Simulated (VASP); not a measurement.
**H: single point with r2SCAN**

Crystal: H.

```
H
1.0
     1.64853   -2.73169    0.00000
     1.64853    2.73169    0.00000
     0.00000    0.00000    6.31377
H
4
Direct
  0.56781 0.43219 0.99951
  0.43219 0.56781 0.00049
  0.43219 0.56781 0.49951
  0.56781 0.43219 0.50049
```

```json
{
 "Program": "VASP 6.6.1",
 "Task": "single point",
 "Functional": "r2SCAN",
 "Potentials or basis": "VASP PAW PBE potentials, release 64 (H)",
 "Cutoff": "520 eV",
 "k mesh": "10 × 10 × 6",
 "Occupations": "gaussian, width 0.05 eV",
 "Spin": "no spin polarisation",
 "Dipole correction": "no",
 "Further INCAR settings": "ALGO = Normal; EDIFF = 1e-06; NBANDS = 10"
}
```

| Item | Value |
| --- | --- |
| Pressure | 0.1 GPa |
| Largest force | 0.010 eV/Å |
| Band gap on the k mesh | 9.08 eV |

Forces on the atoms (eV/Å):
```
H    0.000 -0.010  0.000
H    0.000  0.010  0.000
H    0.000  0.010  0.000
H    0.000 -0.010  0.000
```

Levels at points of the mesh, in eV from the valence-band top:
```tsv
k point	band 1	band 2	band 3	band 4	band 5
(0.00, 0.00, 0.00)	-1.89	-1.20	10.17	13.40	17.60
(0.50, 0.00, 0.00)	-0.75	-0.27	10.07	12.37	14.18
(0.50, 0.50, 0.00)	-0.47	-0.01	9.08	11.00	14.70
(0.00, 0.00, 0.50)	-1.56	-1.56	11.70	11.70	17.98
(0.50, 0.00, 0.50)	-0.52	-0.52	10.90	10.90	15.73
(0.50, 0.50, 0.50)	-0.25	-0.25	9.83	9.83	15.96
```

It took 2.7 min on 1 thread of AMD EPYC 7R13 Processor (Zen 3), on a shared host, peak memory 0.16 GiB.

Caveat: the PAW data sets were made with another functional, which shifts forces and pressure a little. A k mesh can miss the band edges.
